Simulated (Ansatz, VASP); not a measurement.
**Ta4W in VASP and in Ansatz**

```
Ta W
1.0
    -1.63778    1.63778    8.27095
     1.63778   -1.63778    8.27095
     1.63778    1.63778   -8.27095
Ta W
4 1
Direct
  0.59606 0.59606 0.00000
  0.19959 0.19959 0.00000
  0.80041 0.80041 0.00000
  0.40394 0.40394 0.00000
  0.00000 0.00000 0.00000
```

Alike in both runs: functional PBE; k mesh 8 × 8 × 8; occupations gaussian, width 0.1 eV; no spin polarisation.

Ansatz relaxed the structure, and its values are those at the end. VASP's run is a single point on that final structure, the one shown.

|  | VASP | Ansatz |
| --- | --- | --- |
| version | VASP 6.6.1 | Ansatz 0.2.0 |
| potentials or method | VASP PAW PBE potentials, release 64 (Ta_pv, W_sv), cutoff 520 eV | scalar-relativistic, plane waves, PAW |
| valence electrons in the cell | 58 | 66 |

Ansatz gave:

| Property | Result |
| --- | --- |
| gap on the k mesh at the Fermi level (eV) | none |
| pressure (GPa) | 0.0 |
| rms of the force components (eV/Å) | 0.007 |

Question: Estimate VASP's values.

Answer: gap on the k mesh at the Fermi level (eV): none; pressure (GPa): 0.2; rms of the force components (eV/Å): 0.006.

A gap of «none» marks a metal or a gap that the smearing closes. VASP's potentials hold 58 valence electrons a cell and Ansatz's 66, so a difference there can come from the potentials and not from the codes.

Spin-orbit coupling is off throughout.
